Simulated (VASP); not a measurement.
# InSe in VASP: notebook, part 2 of 2

VASP 6.6.1. The steps go on from the part before.

### Step 6. Single point, PBE

This run uses another cell than the first one, of 25.39 Å³/atom, 1.060 times its volume.

The input, INCAR:

```
  PREC = Accurate
  ENCUT = 500
  EDIFF = 1E-6
  ISMEAR = -1
  SIGMA = 0.05
  LREAL = False
  LASPH = True
  NELM = 120
  ALGO = Normal
  ISIF = 2
  LWAVE = False
  LCHARG = False
  GGA = PE
  NBANDS = 16
  GGA_COMPAT = False
```

The input, KPOINTS:

```
regular mesh
0
Gamma
  7 7 7
```

The input, POSCAR:

```
InSe
1.0
    3.7032745556      0.0000000000      0.0000000000
    0.0000000000      3.7032745556      0.0000000000
    0.0000000000      0.0000000000      3.7032745556
In Se
1 1
Direct
    0.5000000000      0.5000000000      0.5000000000
    0.0000000000      0.0000000000      0.0000000000
```

Potentials or basis: VASP PAW PBE potentials, release 64 (In_d, Se).

The run is started by

```console
cat potpaw_PBE.64/In_d/POTCAR potpaw_PBE.64/Se/POTCAR > POTCAR
mpirun -np 1 vasp_std > vasp.out
```

OUTCAR:

```text
PREC = Accurate
   ENCUT = 500
   EDIFF = 1E-6
   ISMEAR = -1
   LREAL = False
   LASPH = True
   NELM = 120
   ISIF = 2
   GGA = PE

 ion  position               nearest neighbor table
   1  0.500  0.500  0.500-   2 3.21   2 3.21   2 3.21   2 3.21   2 3.21   2 3.21   2 3.21   2 3.21

   2  0.000  0.000  0.000-   1 3.21   1 3.21   1 3.21   1 3.21   1 3.21   1 3.21   1 3.21   1 3.21

  LATTYP: Found a simple cubic cell.
 ALAT       =     3.7032745556

  Lattice vectors:

 A1 = (   3.7032745556,   0.0000000000,   0.0000000000)
 A2 = (   0.0000000000,   3.7032745556,   0.0000000000)
 A3 = (   0.0000000000,   0.0000000000,   3.7032745556)

Analysis of symmetry for initial positions (statically):
=====================================================================
 Subroutine PRICEL returns:
 Original cell was already a primitive cell.

 Routine SETGRP: Setting up the symmetry group for a
 simple cubic supercell.

 Subroutine GETGRP returns: Found 48 space group operations
 (whereof 48 operations were pure point group operations)
 out of a pool of 48 trial point group operations.

The static configuration has the point symmetry O_h .
[... 155 lines left out ...]

 E-fermi :   5.1696     XC(G=0):  -9.9270

 val. band max:        5.0606217918   @ k =   0.4286   0.2857   0.0000
 cond. band min:       5.1847107797   @ k =   0.4286   0.4286   0.0000
 fundamental gap:      0.1240889879
 Fermi energy:         5.1696046059

 k-point     1 :       0.0000    0.0000    0.0000
  band No.  band energies     occupation
      1      -9.0793      2.00000
      2      -9.0793      2.00000
      3      -8.9328      2.00000
      4      -8.9328      2.00000
      5      -8.9328      2.00000
      6      -7.9377      2.00000
[... 357 lines left out ...]
      3      -9.0366      2.00000
      4      -8.8908      2.00000
      5      -8.8908      2.00000
      6      -6.2945      2.00000
[... 8 lines left out ...]
     15      18.9634      0.00000
     16      18.9634      0.00000

------------------------ aborting loop because EDIFF is reached ----------------------------------------

  FORCE on cell =-STRESS in cart. coord.  units (eV):
  Direction    XX          YY          ZZ          XY          YZ          ZX
  --------------------------------------------------------------------------------------
  -------------------------------------------------------------------------------------
  Total       -0.8054217     -0.8054217     -0.8054217      0.0000000      0.0000000     -0.0000000
  in kB      -25.4083324    -25.4083324    -25.4083324      0.0000000      0.0000000     -0.0000000
  external PRESSURE =     -25.4083324 kB  Pullay stress =       0.0000000 kB

 VOLUME and BASIS-vectors are now :
 -----------------------------------------------------------------------------
  energy-cutoff  :      500.00
  volume of cell :       50.79
      direct lattice vectors                 reciprocal lattice vectors
     3.703274556  0.000000000  0.000000000     0.270031289  0.000000000  0.000000000
     0.000000000  3.703274556  0.000000000     0.000000000  0.270031289  0.000000000
     0.000000000  0.000000000  3.703274556     0.000000000  0.000000000  0.270031289

 POSITION                                       TOTAL-FORCE (eV/Angst)
 -----------------------------------------------------------------------------------
      1.85164      1.85164      1.85164         0.000000      0.000000      0.000000
      0.00000      0.00000      0.00000         0.000000      0.000000      0.000000
 -----------------------------------------------------------------------------------
    total drift:                                0.000000      0.000000      0.000000

  FREE ENERGIE OF THE ION-ELECTRON SYSTEM (eV)
  ---------------------------------------------------
  free  energy   TOTEN  =        -6.4419045903 eV

  energy  without entropy=       -6.4336421770  energy(sigma->0) =       -6.43777338
```

OSZICAR:

```text
N       E                     dE             d eps       ncg     rms          rms(c)
DAV:   1     0.108066742105E+03    0.10807E+03   -0.87530E+03   656   0.128E+03
DAV:   2     0.809647100423E+00   -0.10726E+03   -0.10349E+03   704   0.305E+02
DAV:   3    -0.652650965086E+01   -0.73362E+01   -0.72067E+01   832   0.739E+01
DAV:   4    -0.667830873397E+01   -0.15180E+00   -0.15177E+00   736   0.117E+01
DAV:   5    -0.668382701228E+01   -0.55183E-02   -0.55182E-02   944   0.216E+00    0.296E+00
DAV:   6    -0.645460830726E+01    0.22922E+00   -0.32114E-01   936   0.109E+01    0.173E+00
DAV:   7    -0.644325100711E+01    0.11357E-01   -0.63213E-02   848   0.199E+00    0.778E-01
DAV:   8    -0.644201993004E+01    0.12311E-02   -0.83656E-03   808   0.109E+00    0.835E-02
DAV:   9    -0.644189203361E+01    0.12790E-03   -0.93144E-04   976   0.436E-01    0.551E-02
DAV:  10    -0.644190057272E+01   -0.85391E-05   -0.95362E-05   736   0.787E-02    0.251E-02
DAV:  11    -0.644190455445E+01   -0.39817E-05   -0.19860E-05   840   0.467E-02    0.443E-03
DAV:  12    -0.644190459028E+01   -0.35824E-07   -0.19146E-06   696   0.113E-02
   1 F= -.64419046E+01 E0= -.64377734E+01  d E =-.826241E-02
```

stdout:

```text
POSCAR found type information on POSCAR InSe
 POSCAR found :  2 types and       2 ions
 scaLAPACK will be used
 LDA part: xc-table for (Slater+PW92), standard interpolation
 POSCAR, INCAR and KPOINTS ok, starting setup
 FFT: planning ... GRIDC
 FFT: planning ... GRID_SOFT
 FFT: planning ... GRID
 WAVECAR not read
 entering main loop
```

Run time: 24 s. Hardware: 1 thread of Intel Xeon 8259CL, shared host; peak memory 0.16 GiB.

What came out:

```yaml
Free_energy: -6.4419 eV
Pressure: -2.5 GPa
```

Levels at points of the mesh, in eV from the Fermi level:
| k point | band 5 | band 6 | band 7 | band 8 | band 9 | band 10 | band 11 | band 12 | band 13 | band 14 |
| --- | --- | --- | --- | --- | --- | --- | --- | --- | --- | --- |
| (0.00, 0.00, 0.00) | -14.10 | -13.11 | -3.58 | -1.26 | -1.26 | -1.26 | 5.39 | 5.39 | 7.93 | 7.93 |

Caveat: spin-orbit coupling is left out, which moves the levels of the heavy elements.

### Step 7. Summary

| level | cell | k mesh | cutoff (eV) | smearing | gap on the mesh (eV) | pressure (GPa) | largest force (eV/Å) |
| --- | --- | --- | --- | --- | --- | --- | --- |
| PBE | a = 3.632 Å, 2 atoms | 7 × 7 × 7 | 520 | fermi-dirac 0.05 eV | none | 0.0 | 0.01 |
| PBEsol | a = 3.632 Å, 2 atoms | 12 × 12 × 12 | 520 | gaussian 0.05 eV | none | -3.2 | 0.01 |
| PBE | a = 3.558 Å, 2 atoms | 7 × 7 × 7 | 500 | fermi-dirac 0.05 eV | none | 3.6 | - |
| PBE | a = 3.680 Å, 2 atoms | 7 × 7 × 7 | 500 | fermi-dirac 0.05 eV | none | -1.8 | - |
| PBE | a = 3.703 Å, 2 atoms | 7 × 7 × 7 | 500 | fermi-dirac 0.05 eV | none | -2.5 | - |

Alike in all rows: task single point; potentials or basis VASP PAW PBE potentials, release 64 (In_d, Se); no spin polarisation.

Caveats: spin-orbit coupling is left out, which moves the levels of the heavy elements; the PAW data sets were made with another functional, which shifts forces and pressure a little (some runs).

Total energies depend on the potentials used, so only differences within one code and one set of settings carry meaning.
